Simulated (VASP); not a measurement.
Here is a VASP 6.6.1 calculation.

Contents of INCAR:

```
  ALGO = Fast
  EDIFF = 1E-6
  ENCUT = 520
  GGA = PS
  ISIF = 2
  ISMEAR = 0
  LASPH = True
  LCHARG = True
  LELF = True
  LREAL = False
  LVHAR = True
  LWAVE = False
  NBANDS = 18
  NELM = 80
  PREC = Accurate
  SIGMA = 0.15
```

KPOINTS

```
k-points
0
Gamma
  14 14 14
```

The input POSCAR:

```
ScAl3
1.0
    4.0740013405      0.1058182166      0.1058182166
    0.1058182166      4.0740013405      0.1058182166
    0.1058182166      0.1058182166      4.0740013405
Sc Al
1 3
Direct
    0.0000000000      0.0000000000      0.0000000000
    0.5000000000      0.0000000000      0.5000000000
    0.0000000000      0.5000000000      0.5000000000
    0.5000000000      0.5000000000      0.0000000000
```

Potentials or basis: VASP PAW PBE potentials, release 64 (Sc_sv, Al).

Launch:

```sh
$ cat potpaw_PBE.64/Sc_sv/POTCAR potpaw_PBE.64/Al/POTCAR > POTCAR
$ mpirun -np 1 vasp_std > vasp.out
```

(1) What does it give for the band gap on the k mesh?

(2) Predict the pressure.

Answers

(1) zero (bands 10 and 11 overlap by 3.30 eV).

(2) 1.0 GPa.

Caveat: the PAW data sets were made with another functional, which shifts forces and pressure a little.
